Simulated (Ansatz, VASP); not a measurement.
Ni in VASP and in Ansatz

File INCAR:

```
  ALGO = Normal
  EDIFF = 1E-6
  ENCUT = 590
  GGA = PS
  GGA_COMPAT = False
  ISIF = 2
  ISMEAR = -1
  ISPIN = 2
  LASPH = True
  LCHARG = False
  LMAXMIX = 4
  LORBIT = 11
  LREAL = False
  LWAVE = False
  MAGMOM = 1 1
  NBANDS = 29
  NELM = 200
  PREC = Accurate
  SIGMA = 0.05
```

KPOINTS

```
k-points
0
Gamma
  12 12 7
```

Contents of POSCAR:

```
Ni
1.0
    2.4960355362      0.0000000000      0.0000000000
   -1.2480177681      2.1616301831      0.0000000000
    0.0000000000      0.0000000000      4.1526868216
Ni
2
Direct
    0.6666666667      0.3333333333      0.7500000000
    0.3333333333      0.6666666667      0.2500000000
```

File input.yaml:

```yaml
crystal:
  lattice:
    - [2.4960355362, 0.0, 0.0]
    - [-1.2480177681, 2.1616301831, 0.0]
    - [0.0, 0.0, 4.1526868216]
  atoms:
    - { symbol: Ni, position: [0.6666666667, 0.3333333333, 0.75], spin: 1.0 }
    - { symbol: Ni, position: [0.3333333333, 0.6666666667, 0.25], spin: 1.0 }
hamiltonian:
  xc: pbesol
  pseudopotentials: { kind: paw }
magnetization:
  spin_polarized: true
kpoints:
  mp_grid: { grid: [12, 12, 7] }
scf:
  occupations: { method: fermi_dirac, width: 0.05 }
output:
  forces: true
  stress: true
  eigenvalues: true
```

Alike in both runs: task single point; functional PBEsol; k mesh 12 × 12 × 7; occupations fermi-dirac, width 0.05 eV; collinear spin.

|  | VASP | Ansatz |
| --- | --- | --- |
| version | VASP 6.6.1 | Ansatz 0.2.0 |
| potentials or method | VASP PAW PBE potentials, release 64 (Ni_sv_GW) | Ansatz PAW |
| plane-wave cutoff (eV) | 590 | 420 |
| valence electrons in the cell | 36 | 36 |

Ansatz gave:

| Item | Value |
| --- | --- |
| gap on the k mesh at the Fermi level (eV) | none |
| pressure (GPa) | -13.7 |
| traceless stress, the component that is largest in VASP (GPa) | -2.19 |
| net moment per atom (μB) | 0.68 |
| size of the moment on the site where the two differ most (μB) | 0.71 |

**Question.** Which values does VASP return?

**Answer.** gap on the k mesh at the Fermi level (eV): none; pressure (GPa): -17.7; traceless stress, the component that is largest in VASP (GPa): -2.21; net moment per atom (μB): 0.67; size of the moment on the site where the two differ most (μB): 0.71.

VASP's potentials were made for PBE, not for PBEsol. Site moments also hang on the region over which each program counts them. A gap of «none» marks a metal or a gap that the smearing closes. The functional is the same, so the differences come from potentials, cutoffs and numerics.
